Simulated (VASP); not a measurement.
A run of VASP 6.6.1 is set up as follows.

File INCAR:

```
PREC = Accurate
ENCUT = 520
EDIFF = 1E-7
ISMEAR = 0
SIGMA = 0.15
LREAL = False
LASPH = True
NELM = 60
ALGO = Normal
ISIF = 2
LWAVE = False
LCHARG = True
LELF = True
LVHAR = True
NBANDS = 16
```

The input KPOINTS:

```
Automatic mesh
0
Gamma
  10 10 14
```

POSCAR

```
Al2Cu
1.0
    3.9479000000      0.0000000000      0.0000000000
    0.0000000000      3.9479000000      0.0000000000
    0.0000000000      0.0000000000      2.5957000000
Al Cu
2 1
Direct
    0.5000000000      0.0000000000      0.5000000000
    0.0000000000      0.5000000000      0.5000000000
    0.0000000000      0.0000000000      0.0000000000
```

Potentials or basis: VASP PAW LDA potentials, release 64 (Al, Cu).

Run with:

```bash
$ cat potpaw_LDA.64/Al/POTCAR potpaw_LDA.64/Cu/POTCAR > POTCAR
$ mpirun -np 1 vasp_std > vasp.out
```

Q: Predict the pressure.

A: 19.5 GPa.

Stress tensor (GPa, compression positive):
```
16.49  0.00  0.00
 0.00 16.49  0.00
 0.00  0.00 25.61
```
